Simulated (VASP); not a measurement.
A run of VASP 6.6.1 is set up as follows.

Contents of INCAR:

```
ALGO = Normal
EDIFF = 1E-6
ENCUT = 520
GGA = PE
ISIF = 2
ISMEAR = -1
LASPH = True
LCHARG = True
LELF = True
LREAL = Auto
LVHAR = True
LWAVE = False
NBANDS = 38
NELM = 100
PREC = Accurate
SIGMA = 0.1
```

Contents of KPOINTS:

```
k-points
0
Gamma
  2 2 2
```

The input POSCAR:

```
Li
1.0
    7.2053150000      0.0000000000      0.0000000000
    0.0000000000      7.2053150000      0.0000000000
    0.0000000000      0.0000000000      7.2053150000
Li
16
Direct
   -0.0296309044     -0.0374723381      0.0178618145
    0.5363679451     -0.0255228259     -0.0089378466
   -0.0257726414      0.5883573445     -0.0373751876
   -0.0090072398      0.0537103513      0.4670024836
    0.2544232972      0.2537571223      0.1673486864
    0.4861550120      0.4749410678      0.0633976447
    0.5108034833     -0.0262583940      0.5382831979
    0.7591479345      0.2586146477      0.1653917976
    0.0205681500      0.4749827037      0.4828657734
    0.2716883301      0.7111278272      0.2557278898
    0.2568104240      0.2821667061      0.7920125629
    0.4734144170      0.4595912878      0.5050022102
    0.7565109922      0.7281846803      0.3160861114
    0.7269772383      0.2705364026      0.7740813552
    0.2562969142      0.7663787079      0.7817007306
    0.7552341570      0.7669338537      0.7195521639
```

Potentials or basis: VASP PAW PBE potentials, release 64 (Li_sv).

Command:

```console
$ cat potpaw_PBE.64/Li_sv/POTCAR > POTCAR
$ mpirun -np 1 vasp_std > vasp.out
```

(1) What does it give for the band gap on the k mesh?

(2) What does it give for the largest force?

Results:

(1) zero (bands 24 and 25 overlap by 0.73 eV).

(2) 0.973 eV/Å.

Caveat: the k points lie up to 0.44 Å⁻¹ apart, too coarse for converged energies and pressures of a metal; the atoms stand as in a frame of molecular dynamics.
